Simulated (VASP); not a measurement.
# Sb (Pm-3m) in VASP: further runs

Runs on Sb. Level: PBE. Tasks: single point.

Program: VASP 6.6.1. These are calculated values, not measurements. Logs are shortened: lines on timing, memory, paths and dates and some standing lists are left out, and cuts for length are marked.

**1. The cell of the first run**

Symmetry: Pm-3m, No. 221, cubic system. The conventional cell has a = 3.013 Å, b = 3.013 Å, c = 3.013 Å, α = 90.00°, β = 90.00°, γ = 90.00°. Within 4.0 Å of Sb (site symmetry m-3m) lie 6 Sb at 3.01 Å.

This isn't the form of Sb at room conditions, which is rhombohedral.

**2. Single point, PBE (27.36 Å³/atom)**

Input file INCAR:

```
SYSTEM = Sb
ALGO = Normal ; EDIFF = 1E-7
ENCUT = 520 ; GGA = PE
ISIF = 2 ; ISMEAR = 0
LASPH = .TRUE. ; LCHARG = .TRUE.
LELF = .TRUE. ; LREAL = .FALSE.
LVHAR = .TRUE. ; LWAVE = .FALSE.
NBANDS = 8 ; NELM = 100
PREC = Accurate ; SIGMA = 0.1
```

Input file KPOINTS:

```
k-points
0
G
  18 18 18
  0 0 0
```

Input file POSCAR:

```
Sb
1.0
    3.0133959983      0.0000000000      0.0000000000
    0.0000000000      3.0133959983      0.0000000000
    0.0000000000      0.0000000000      3.0133959983
Sb
1
Direct
    0.5000000000      0.5000000000      0.5000000000
```

Potentials or basis: VASP PAW PBE potentials, release 64 (Sb).

Launch:

```
> cat potpaw_PBE.64/Sb/POTCAR > POTCAR
> mpirun -np 1 vasp_std > vasp.out
```

OUTCAR:

```text
SYSTEM = Sb
   EDIFF = 1E-7
   ENCUT = 520
   GGA = PE
   ISIF = 2
   ISMEAR = 0
   LASPH = .TRUE.
   LREAL = .FALSE.
   NELM = 100
   PREC = Accurate

 ion  position               nearest neighbor table
   1  0.500  0.500  0.500-

  LATTYP: Found a simple cubic cell.
 ALAT       =     3.0133959983

  Lattice vectors:

 A1 = (   3.0133959983,   0.0000000000,   0.0000000000)
 A2 = (   0.0000000000,   3.0133959983,   0.0000000000)
 A3 = (   0.0000000000,   0.0000000000,   3.0133959983)

Analysis of symmetry for initial positions (statically):
=====================================================================
 Subroutine PRICEL returns:
 Original cell was already a primitive cell.

 Routine SETGRP: Setting up the symmetry group for a
 simple cubic supercell.

 Subroutine GETGRP returns: Found 48 space group operations
 (whereof 48 operations were pure point group operations)
 out of a pool of 48 trial point group operations.

The static configuration has the point symmetry O_h .

Analysis of symmetry for dynamics (positions and initial velocities):
=====================================================================
 Subroutine PRICEL returns:
 Original cell was already a primitive cell.

 Routine SETGRP: Setting up the symmetry group for a
 simple cubic supercell.

 Subroutine GETGRP returns: Found 48 space group operations
 (whereof 48 operations were pure point group operations)
 out of a pool of 48 trial point group operations.

The dynamic configuration has the point symmetry O_h .

 Subroutine INISYM returns: Found 48 space group operations
 (whereof 48 operations are pure point group operations),
 and found     1 'primitive' translations

----------------------------------------------------------------------------------------

                                     Primitive cell

  volume of cell :      27.3633

  direct lattice vectors                    reciprocal lattice vectors
     3.013395998  0.000000000  0.000000000     0.331851506  0.000000000  0.000000000
     0.000000000  3.013395998  0.000000000     0.000000000  0.331851506  0.000000000
     0.000000000  0.000000000  3.013395998     0.000000000  0.000000000  0.331851506

  length of vectors
     3.013395998  3.013395998  3.013395998     0.331851506  0.331851506  0.331851506

  position of ions in fractional coordinates (direct lattice)
     0.500000000  0.500000000  0.500000000

  ion indices of the primitive-cell ions
   primitive index   ion index
                 1           1

----------------------------------------------------------------------------------------

 KPOINTS: k-points

Automatic generation of k-mesh.
 Grid dimensions read from file:
 generate k-points for:   18   18   18

 Generating k-lattice:

  Cartesian coordinates                     Fractional coordinates (reciprocal lattice)
     0.018436195  0.000000000  0.000000000     0.055555556  0.000000000  0.000000000
     0.000000000  0.018436195  0.000000000     0.000000000  0.055555556  0.000000000
     0.000000000  0.000000000  0.018436195     0.000000000  0.000000000  0.055555556

  Length of vectors
     0.018436195  0.018436195  0.018436195

  Shift w.r.t. Gamma in fractional coordinates (k-lattice)
     0.000000000  0.000000000  0.000000000

 Subroutine IBZKPT returns following result:
 ===========================================

 Found    220 irreducible k-points:

 Following reciprocal coordinates:
            Coordinates               Weight
  0.000000  0.000000  0.000000      1.000000
  0.055556  0.000000  0.000000      6.000000
  0.111111  0.000000  0.000000      6.000000
  0.166667  0.000000  0.000000      6.000000
  0.222222  0.000000  0.000000      6.000000
  0.277778  0.000000  0.000000      6.000000
[... 16 lines left out ...]
  0.277778  0.111111  0.000000     24.000000
  0.333333  0.111111  0.000000     24.000000
 [... further k-points ...]
   k-points           NKPTS =    220   k-points in BZ     NKDIM =    220   number of bands    NBANDS=      8
   number of dos      NEDOS =    301   number of ions     NIONS =      1
   total plane-waves  NPLWV =  13824
   dimension x,y,z NGX =    24 NGY =   24 NGZ =   24
   dimension x,y,z NGXF=    48 NGYF=   48 NGZF=   48
   ions per type =               1
   NGX,Y,Z   is equivalent  to a cutoff of  13.24, 13.24, 13.24 a.u.
   NGXF,Y,Z  is equivalent  to a cutoff of  26.48, 26.48, 26.48 a.u.
 SYSTEM =  Sb
   PREC   = accura    normal or accurate (medium, high low for compatibility)
   ISTART =      0    job   : 0-new  1-cont  2-samecut
   ICHARG =      2    charge: 1-file 2-atom 10-const
   ISPIN  =      1    spin polarized calculation?
   LNONCOLLINEAR =      F non collinear calculations
   LSORBIT =      F    spin-orbit coupling
   LASPH  =      T    aspherical Exc in radial PAW
   ENCUT  =  520.0 eV  38.22 Ry    6.18 a.u.   5.60  5.60  5.60*2*pi/ulx,y,z
   NELM   =    100;   NELMIN=  2; NELMDL= -5     # of ELM steps
   EDIFF  = 0.1E-06   stopping-criterion for ELM
   LREAL  =      F    real-space projection
   EDIFFG = 0.1E-05   stopping-criterion for IOM
   NSW    =      0    number of steps for IOM
   IBRION =     -1    ionic relax: 0-MD 1-quasi-New 2-CG
   NFREE  =      0    steps in history (QN), initial steepest desc. (CG)
   ISIF   =      2    stress and relaxation
   ISYM   =      2    0-nonsym 1-usesym 2-fastsym
   POTIM  = 0.5000    time-step for ionic-motion
   TEBEG  =    0.0;   TEEND  =   0.0 temperature during run
   PSTRESS=    0.0 pullay stress
   NELECT =       5.0000    total number of electrons
   NUPDOWN=      -1.0000    fix difference up-down
   EMIN   =  10.00;   EMAX   =-10.00  energy-range for DOS
   EFERMI =   0.00;   METHOD = LEGACY
   ISMEAR =     0;   SIGMA  =   0.10  broadening in eV -4-tet -1-fermi 0-gaus
   EFERMI_NEDOS =   21; number of points for ismear=-14 and -15
   IALGO  =     38    algorithm
   IMIX   =      4    mixing-type and parameters
     AMIX     =   0.40;   BMIX     =  1.00
     AMIX_MAG =   1.60;   BMIX_MAG =  1.00
  volume/ion in A,a.u.               =      27.36       184.66
  Fermi-wavevector in a.u.,A,eV,Ry     =   0.928985  1.755527 11.742002  0.863013
  Thomas-Fermi vector in A             =   2.055219
   LORBIT       =      0    0 simple, 1 ext, 2 COOP (PROOUT), +10 PAW based schemes
   GGA     = PE    functional components
   LHFCALC =     F    Hartree Fock is set to
   AEXX    =    0.0000 exact exchange contribution
   IVDW    =     0    specifies the selected vdW correction
   LEPSILON=     F    determine dielectric tensor
   LRPA    =     F    only Hartree local field effects (RPA)
 non-spin polarized calculation
 Gauss-broadening in eV      SIGMA  =   0.10
  energy-cutoff  :      520.00
  volume of cell :       27.36
 maximum number of plane-waves:       756
 NGX is ok and might be reduce to    24
   NGX = 11   NGY = 11   NGZ = 11

 number of electron       5.0000000 magnetization

 Free energy of the ion-electron system (eV)
  ---------------------------------------------------
  ext. energy  EPLUGINS =         0.00000000
  ---------------------------------------------------
  free energy    TOTEN  =        -4.04389819 eV

  energy without entropy =       -4.04100083  energy(sigma->0) =       -4.04244951

 E-fermi :   8.2997     XC(G=0):  -9.9970

 val. band max:        8.2593735843   @ k =   0.1667   0.0556   0.0000
 cond. band min:       8.3031407939   @ k =   0.3889   0.3333   0.3333
 fundamental gap:      0.0437672096
 Fermi energy:         8.2997221464

 k-point     1 :       0.0000    0.0000    0.0000
  band No.  band energies     occupation
      1      -4.8166      2.00000
      2      11.7555      0.00000
      3      11.7555      0.00000
      4      11.7555      0.00000
      5      15.2759      0.00000
      6      15.2759      0.00000
      7      17.0688      0.00000
      8      26.3883      0.00000

 k-point     2 :       0.0556    0.0000    0.0000
  band No.  band energies     occupation
      1      -4.7677      2.00000
      2      11.0659      0.00000
      3      11.8053      0.00000
      4      11.8053      0.00000
      5      15.3127      0.00000
      6      15.7587      0.00000
      7      17.3718      0.00000
      8      25.9283      0.00000

 k-point     3 :       0.1111    0.0000    0.0000
  band No.  band energies     occupation
      1      -4.6214      2.00000
      2       9.7008      0.00000
      3      11.9524      0.00000
      4      11.9524      0.00000
      5      15.4230      0.00000
      6      16.3123      0.00000
      7      18.4680      0.00000
      8      25.0541      0.00000

 k-point     4 :       0.1667    0.0000    0.0000
  band No.  band energies     occupation
      1      -4.3798      2.00000
      2       8.2134      1.77782
      3      12.1906      0.00000
      4      12.1906      0.00000
      5      15.6059      0.00000
      6      16.6485      0.00000
      7      20.0760      0.00000
      8      24.0877      0.00000

 k-point     5 :       0.2222    0.0000    0.0000
  band No.  band energies     occupation
      1      -4.0473      2.00000
      2       6.7563      2.00000
      3      12.5078      0.00000
      4      12.5078      0.00000
      5      15.8596      0.00000
      6      16.9711      0.00000
      7      21.7839      0.00000
      8      23.1138      0.00000

 k-point     6 :       0.2778    0.0000    0.0000
  band No.  band energies     occupation
      1      -3.6333      2.00000
      2       5.3891      2.00000
      3      12.8844      0.00000
      4      12.8844      0.00000
      5      16.1800      0.00000
      6      17.3444      0.00000
      7      22.1797      0.00000
      8      22.1797      0.00000

 k-point     7 :       0.3333    0.0000    0.0000
  band No.  band energies     occupation
      1      -3.1571      2.00000
      2       4.1550      2.00000
      3      13.2886      0.00000
      4      13.2886      0.00000
      5      16.5578      0.00000
      6      17.7838      0.00000
      7      21.3311      0.00000
      8      21.3311      0.00000

 k-point     8 :       0.3889    0.0000    0.0000
  band No.  band energies     occupation
      1      -2.6617      2.00000
      2       3.1104      2.00000
      3      13.6704      0.00000
      4      13.6704      0.00000
      5      16.9687      0.00000
      6      18.2843      0.00000
      7      20.6268      0.00000
      8      20.6268      0.00000

 k-point     9 :       0.4444    0.0000    0.0000
  band No.  band energies     occupation
      1      -2.2420      2.00000
      2       2.3582      2.00000
      3      13.9563      0.00000
      4      13.9563      0.00000
      5      17.3454      0.00000
      6      18.7987      0.00000
      7      20.0336      0.00000
      8      20.1455      0.00000

 k-point    10 :       0.5000    0.0000    0.0000
  band No.  band energies     occupation
      1      -2.0652      2.00000
      2       2.0700      2.00000
      3      14.0646      0.00000
      4      14.0646      0.00000
      5      17.5195      0.00000
      6      19.0868      0.00000
      7      19.7743      0.00000
      8      19.9716      0.00000
[... 78 lines left out ...]
 k-point    18 :       0.4444    0.0556    0.0000
  band No.  band energies     occupation
      1      -2.1924      2.00000
      2       2.4050      2.00000
      3      13.3269      0.00000
      4      14.0084      0.00000
      5      17.7089      0.00000
      6      18.1613      0.00000
      7      19.5645      0.00000
      8      20.1807      0.00000

 k-point    19 :       0.5000    0.0556    0.0000
  band No.  band energies     occupation
      1      -2.0155      2.00000
      2       2.1168      2.00000
      3      13.4475      0.00000
      4      14.1169      0.00000
      5      17.8951      0.00000
      6      18.0695      0.00000
      7      19.5211      0.00000
      8      20.0068      0.00000

 k-point    20 :       0.1111    0.1111    0.0000
  band No.  band energies     occupation
      1      -4.4261      2.00000
      2       9.7441      0.00000
      3      10.0513      0.00000
      4      12.1499      0.00000
      5      15.9758      0.00000
      6      17.7749      0.00000
      7      18.9794      0.00000
      8      23.2010      0.00000

 k-point    21 :       0.1667    0.1111    0.0000
  band No.  band energies     occupation
      1      -4.1844      2.00000
      2       8.3906      0.19878
      3      10.1533      0.00000
      4      12.3887      0.00000
      5      16.1966      0.00000
      6      18.3524      0.00000
      7      20.1541      0.00000
      8      22.1537      0.00000

 k-point    22 :       0.2222    0.1111    0.0000
  band No.  band energies     occupation
      1      -3.8519      2.00000
      2       6.9405      2.00000
      3      10.4638      0.00000
      4      12.7069      0.00000
      5      16.4689      0.00000
      6      18.5995      0.00000
      7      20.6681      0.00000
      8      22.2192      0.00000

 k-point    23 :       0.2778    0.1111    0.0000
  band No.  band energies     occupation
      1      -3.4375      2.00000
      2       5.5754      2.00000
      3      10.8463      0.00000
      4      13.0848      0.00000
      5      16.8037      0.00000
      6      18.5884      0.00000
      7      20.1052      0.00000
      8      22.3155      0.00000

 k-point    24 :       0.3333    0.1111    0.0000
  band No.  band energies     occupation
      1      -2.9609      2.00000
      2       4.3419      2.00000
      3      11.2713      0.00000
      4      13.4908      0.00000
      5      17.1834      0.00000
      6      18.1164      0.00000
      7      19.9998      0.00000
      8      21.4703      0.00000

 [... further k-points ...]

------------------------ aborting loop because EDIFF is reached ----------------------------------------

  FORCE on cell =-STRESS in cart. coord.  units (eV):
  Direction    XX          YY          ZZ          XY          YZ          ZX
  --------------------------------------------------------------------------------------
  -------------------------------------------------------------------------------------
  Total        1.1082737      1.1082737      1.1082737     -0.0000000     -0.0000000      0.0000000
  in kB       64.8916753     64.8916753     64.8916753     -0.0000000     -0.0000000      0.0000000
  external PRESSURE =      64.8916753 kB  Pullay stress =       0.0000000 kB

 VOLUME and BASIS-vectors are now :
 -----------------------------------------------------------------------------
  energy-cutoff  :      520.00
  volume of cell :       27.36
      direct lattice vectors                 reciprocal lattice vectors
     3.013395998  0.000000000  0.000000000     0.331851506  0.000000000  0.000000000
     0.000000000  3.013395998  0.000000000     0.000000000  0.331851506  0.000000000
     0.000000000  0.000000000  3.013395998     0.000000000  0.000000000  0.331851506

 POSITION                                       TOTAL-FORCE (eV/Angst)
 -----------------------------------------------------------------------------------
      1.50670      1.50670      1.50670         0.000000      0.000000      0.000000
 -----------------------------------------------------------------------------------
    total drift:                               -0.000000     -0.000000     -0.000000

  FREE ENERGIE OF THE ION-ELECTRON SYSTEM (eV)
  ---------------------------------------------------
  free  energy   TOTEN  =        -4.0438981905 eV

  energy  without entropy=       -4.0410008277  energy(sigma->0) =       -4.04244951
```

Wall time 56 s (1 thread of AMD EPYC 7R13, shared host); peak memory 0.14 GiB.

What came out:

```
Free energy            : -4.0439 eV
Pressure               : 6.5 GPa
Band gap on the k mesh : zero (an odd number of electrons rules out a gap without spin polarisation)
```

Caveat: the cell stands under pressure; spin-orbit coupling is left out, which moves the levels of the heavy elements.

(Continued in part 2 of 2.)
